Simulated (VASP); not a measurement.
Runs of VASP 6.6.1 on Sr4Ir. The structure is that of space group Im-3m (No. 229), or close to it. The cells are those of the table. The cell was generated, and may not be a known phase.

| task | cell | k mesh | cutoff (eV) | gap on the mesh (eV) | pressure (GPa) | relaxed volume (Å³/atom) |
| --- | --- | --- | --- | --- | --- | --- |
| relaxation of cell and atoms | relaxed from a = 6.419 Å, angles 109.5°, 5 atoms | 8 × 8 × 8 | 600 | none | 0.0 | 40.79 |
| single point | a = 6.419 Å, angles 109.5°, 5 atoms | 8 × 8 × 8 | 520 | none | 0.0 | - |
| single point | a = 7.258 Å, angles 109.5°, 5 atoms | 4 × 4 × 4 | 520 | none | -4.1 | - |
| single point | a = 6.419 Å, angles 109.5°, 5 atoms | 4 × 4 × 4 | 520 | none | 0.0 | - |
| relaxation of cell and atoms | relaxed from a = 7.258 Å, angles 109.5°, 5 atoms | 4 × 4 × 4 | 600 | none | 0.1 | (a) |

Alike in all rows: level PBE; potentials or basis VASP PAW PBE potentials, release 64 (Sr_sv, Ir); no spin polarisation; smearing gaussian 0.1 eV.

Q: Estimate the missing entries.

A: (a) 40.50.

Caveats: spin-orbit coupling is left out, which moves the levels of the heavy elements; the cell stands under tension (at least some runs); the volume moved by over 15 % at a fixed basis, so the end points are rough (at least some runs).

A k mesh can miss the band edges, and the runs leave out spin-orbit coupling on Ir, Sr.

A gap of «none» marks levels without a gap at the run's occupations.
